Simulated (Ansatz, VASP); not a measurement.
## ZnSn2N3: VASP beside Ansatz

INCAR

```
SYSTEM = ZnSn2N3
  ALGO = Fast
  EDIFF = 1E-6
  EDIFFG = -0.01
  ENCUT = 600
  GGA = PE
  IBRION = 2
  ISIF = 3
  ISMEAR = 0
  LASPH = .TRUE.
  LCHARG = .FALSE.
  LREAL = .FALSE.
  LWAVE = .FALSE.
  NELM = 80
  NSW = 100
  PREC = Accurate
  SIGMA = 0.1
```

Contents of KPOINTS:

```
k-points
0
G
  6 6 12
  0 0 0
```

The input POSCAR:

```
ZnSn2N3
1.0
    5.8551567079      0.0000000000      0.0000000000
   -2.9275783539      5.0707144521      0.0000000000
    0.0000000000      0.0000000000      2.9467159519
Zn Sn N
1 2 3
Direct
    0.0000000000      0.0000000000      0.0000000000
    0.3333333333      0.6666666667      0.0000000000
    0.6666666667      0.3333333333      0.0000000000
    0.5000000000      0.0000000000      0.5000000000
    0.5000000000      0.5000000000      0.5000000000
    0.0000000000      0.5000000000      0.5000000000
```

Input for Ansatz:

```yaml
crystal:
  lattice:
    - [5.8551567079, 0.0, 0.0]
    - [-2.9275783539, 5.0707144521, 0.0]
    - [0.0, 0.0, 2.9467159519]
  atoms:
    - { symbol: Zn, position: [0.0, 0.0, 0.0] }
    - { symbol: Sn, position: [0.3333333333, 0.6666666667, 0.0] }
    - { symbol: Sn, position: [0.6666666667, 0.3333333333, 0.0] }
    - { symbol: "N", position: [0.5, 0.0, 0.5] }
    - { symbol: "N", position: [0.5, 0.5, 0.5] }
    - { symbol: "N", position: [0.0, 0.5, 0.5] }
basis:
  ecutwfc: 420
kpoints:
  mp_grid: { grid: [6, 6, 12] }
hamiltonian:
  xc: pbe
scf:
  occupations: { method: gaussian, width: 0.1 }
output:
  forces: true
  stress: true
  eigenvalues: true
  write_density: true
  write_potential: true
  elf: true
  volumetric_format: npy
relax:
  adjacent_minimum: "off"
  f_tol: 0.01
  max_steps: 80
  cell: { stress_tol: 0.05 }
```

Change from the starting cell: species swapped into the LuB2Os3 type (P6/mmm, No. 191).

Alike in both runs: task relaxation of cell and atoms; functional PBE; k mesh 6 × 6 × 12; occupations gaussian, width 0.1 eV; no spin polarisation.

|  | VASP | Ansatz |
| --- | --- | --- |
| version | VASP 6.6.1 | Ansatz 0.2.0 |
| potentials or method | VASP PAW PBE potentials, release 64 (Zn, Sn_d, N), cutoff 600 eV | scalar-relativistic, plane waves, PAW |
| valence electrons in the cell | 55 | 55 |

```tsv
	VASP	Ansatz	Ansatz less VASP
gap on the k mesh at the Fermi level, each at its own relaxed structure (eV)	none	none	-
relaxed volume (Å³/atom)	14.61	14.60	-0.012
relaxed length of the cell vector where the two differ most in proportion (Å)	2.949	2.947	-0.0022
```

A gap of «none» marks a metal or a gap that the smearing closes.
